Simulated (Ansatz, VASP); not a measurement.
## AlN in VASP and in Ansatz

```
Al N
1.0
     0.01094    2.19415    2.19415
     2.19415    0.01094    2.19415
     2.19415    2.19415    0.01094
Al N
1 1
Direct
  0.00035 0.00035 0.00035
  0.24965 0.24965 0.24965
```

Change from the starting cell: equal xy, yz and zx engineering shears of +0.5 %.

Alike in both runs: functional PBEsol; k mesh 8 × 8 × 8; no spin polarisation.

Ansatz relaxed the structure, and its values are those at the end. VASP's run is a single point on that final structure, the one shown.

```csv
,VASP,Ansatz
version,VASP 6.6.1,Ansatz 0.2.0
potentials or method,"VASP PAW PBE potentials, release 64 (Al, N), cutoff 520 eV","all-electron LAPW, scalar-relativistic"
occupations,"gaussian, width 0.01 eV",fixed
```

|  | VASP | Ansatz | Ansatz less VASP |
| --- | --- | --- | --- |
| gap on the k mesh at the Fermi level (eV) | 3.16 | 3.16 | +0.004 |
| pressure (GPa) | 0.0 | -0.1 | -0.12 |

VASP's potentials were made for PBE, not for PBEsol. Ansatz ran all-electron here, and VASP with PAW potentials.
